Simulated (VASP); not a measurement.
Runs of VASP 6.6.1 on Hf. The structure is that of space group P6/mmm (No. 191), or close to it. The cells are those of the table. This isn't the form of Hf at room conditions, which is hcp.

```tsv
task	level	potentials or basis	cell	k mesh	cutoff (eV)	gap on the mesh (eV)	pressure (GPa)
single point	PBE	VASP PAW PBE potentials, release 64 (Hf_pv)	a = 4.994, b = 4.994, c = 3.099 Å, angles 90.0, 90.0, 120.0°, 3 atoms	12 × 12 × 14	520	none	-0.5
single point	LDA	VASP PAW LDA potentials, release 64 (Hf_pv)	a = 4.909, b = 4.909, c = 3.099 Å, angles 90.0, 90.0, 120.0°, 3 atoms	12 × 12 × 14	520	none	-5.0
single point	PBE	VASP PAW PBE potentials, release 64 (Hf_pv)	a = 5.133, b = 5.133, c = 3.100 Å, angles 90.0, 90.0, 120.0°, 3 atoms	9 × 9 × 12	520	none	(a)
relaxation of cell and atoms	PBE	VASP PAW PBE potentials, release 64 (Hf_pv)	relaxed from a = 4.962, b = 4.962, c = 3.086 Å, angles 90.0, 90.0, 120.0°, 3 atoms	12 × 12 × 14	600	none	0.0
```

Alike in all rows: no spin polarisation; smearing gaussian 0.1 eV.

Question: Fill in the values left out.

Answer: (a) -5.7.

Caveats: spin-orbit coupling is left out, which moves the levels of the heavy elements; the cell stands under tension (at least some runs).

A k mesh can miss the band edges, and the runs leave out spin-orbit coupling on Hf.

A gap of «none» marks levels without a gap at the run's occupations.
